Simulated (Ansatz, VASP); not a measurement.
Two plane-wave programs on Al3B2N

```xyz
6
Lattice="2.7282 1.5752 2.4931 -2.7282 1.5752 2.4931 0.0000 -3.1503 2.4931" Properties=species:S:1:pos:R:3 pbc="T T T"
Al   -1.3641    0.7876    1.2466
Al    1.3641    0.7876    1.2466
Al    0.0000   -1.5752    1.2466
B     0.0000    0.0000    4.5570
B     0.0000    0.0000    2.9223
N     0.0000    0.0000    0.0000
```

Change from the starting cell: species swapped into the Tb2Al3Fe type (R-3m, No. 166).

Alike in both runs: functional PBE; k mesh 12 × 12 × 12; occupations gaussian, width 0.1 eV; no spin polarisation.

Ansatz relaxed the structure, and its values are those at the end. VASP's run is a single point on that final structure, the one shown.

|  | VASP | Ansatz |
| --- | --- | --- |
| version | VASP 6.6.1 | Ansatz 0.2.0 |
| potentials or method | VASP PAW PBE potentials, release 64 (Al, B, N), cutoff 520 eV | scalar-relativistic, plane waves, PAW |
| valence electrons in the cell | 20 | 20 |

|  | VASP | Ansatz | Ansatz less VASP |
| --- | --- | --- | --- |
| gap on the k mesh at the Fermi level (eV) | none | none | - |
| pressure (GPa) | -0.1 | 0.0 | +0.08 |
| rms of the force components (eV/Å) | 0.003 | 0.001 | -0.0027 |

A gap of «none» marks a metal or a gap that the smearing closes. The functional is the same, so the differences come from potentials, cutoffs and numerics.
